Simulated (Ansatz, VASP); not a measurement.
# One calculation of AlN, two programs

INCAR

```
ALGO = Normal
EDIFF = 1E-6
ENCUT = 520
GGA = PE
ISIF = 2
ISMEAR = 0
LASPH = True
LCHARG = False
LREAL = False
LWAVE = False
NBANDS = 16
NELM = 80
PREC = Accurate
SIGMA = 0.02
```

Contents of KPOINTS:

```
k-points
0
Gamma
  12 12 6
```

POSCAR

```
AlN
1.0
    2.9516384339      0.0000000000      0.0000000000
   -1.4758192169      2.5561938665      0.0000000000
    0.0000000000      0.0000000000      4.5704276313
Al N
2 2
Direct
    0.6666666667      0.3333333333      0.4937404296
    0.3333333333      0.6666666667      0.9937404296
    0.6666666667      0.3333333333      0.8862595704
    0.3333333333      0.6666666667      0.3862595704
```

Input for Ansatz:

```yaml
crystal:
  lattice:
    - [2.9516384339, 0.0, 0.0]
    - [-1.4758192169, 2.5561938665, 0.0]
    - [0.0, 0.0, 4.5704276313]
  atoms:
    - { symbol: Al, position: [0.6666666667, 0.3333333333, 0.4937404296] }
    - { symbol: Al, position: [0.3333333333, 0.6666666667, 0.9937404296] }
    - { symbol: "N", position: [0.6666666667, 0.3333333333, 0.8862595704] }
    - { symbol: "N", position: [0.3333333333, 0.6666666667, 0.3862595704] }
basis:
  ecutwfc: 420
kpoints:
  mp_grid: { grid: [12, 12, 6] }
  band_path: { path: [VBM, CBM], npoints: 2 }
hamiltonian:
  xc: pbe
scf:
  occupations: { method: gaussian, width: 0.02 }
output:
  forces: true
  stress: true
  eigenvalues: true
checkpoint:
  read: start.run
  write: ck
  compress: false
  write_wavefunctions: false
  write_every: 100000
```

Alike in both runs: task single point; functional PBE; k mesh 12 × 12 × 6; occupations gaussian, width 0.02 eV; no spin polarisation.

|  | VASP | Ansatz |
| --- | --- | --- |
| version | VASP 6.6.1 | Ansatz 0.2.0 |
| potentials or method | VASP PAW PBE potentials, release 64 (Al, N), cutoff 520 eV | scalar-relativistic, plane waves, PAW |
| valence electrons in the cell | 16 | 16 |

```csv
,VASP,Ansatz,Ansatz less VASP
gap on the k mesh at the Fermi level (eV),5.02,5.03,+0.010
least direct gap on the mesh (eV),5.70,5.68,-0.023
```
